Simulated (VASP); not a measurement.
Input of a VASP 6.6.1 run:

Contents of INCAR:

```
ALGO     = Fast           # electronic algorithm
EDIFF    = 1E-6           # SCF threshold, eV
ENCUT    = 520            # plane-wave cutoff, eV
GGA      = PS             # functional
ISIF     = 2              # what is computed and relaxed
ISMEAR   = 0              # smearing method
LASPH    = T              # aspherical terms in the spheres
LCHARG   = F              # write CHGCAR
LREAL    = F              # projectors in reciprocal space
LWAVE    = F              # write WAVECAR
NBANDS   = 25             # bands
NELM     = 100            # most SCF steps
PREC     = Accurate       # precision mode
SIGMA    = 0.15           # smearing width, eV
```

File KPOINTS:

```
k-points
0
Gamma
  12 12 18
```

The input POSCAR:

```
Ti
1.0
    4.7410545669      0.0000000000      0.0000000000
   -2.3705272834      4.1058736957      0.0000000000
    0.0000000000      0.0000000000      2.9387333371
Ti
3
Direct
    0.0000000000      0.0000000000      0.0000000000
    0.3333333333      0.6666666667      0.5000000000
    0.6666666667      0.3333333333      0.5000000000
```

Potentials or basis: VASP PAW PBE potentials, release 64 (Ti_sv).

Launch:

```console
$ cat potpaw_PBE.64/Ti_sv/POTCAR > POTCAR
$ mpirun -np 1 vasp_std > vasp.out
```

Q: Predict the pressure.

A: -13.6 GPa.

Q: Estimate the band gap on the k mesh.

A: Zero (bands 18 and 19 overlap by 0.23 eV).

Stress tensor (GPa, compression positive):
```
-13.40   0.00   0.00
  0.00 -13.40   0.00
  0.00   0.00 -13.90
```

Caveat: the cell differs from its parent crystal (strain +0.050 along x and y, +0.050 along z); the cell stands under tension; the PAW data sets were made with another functional, which shifts forces and pressure a little.
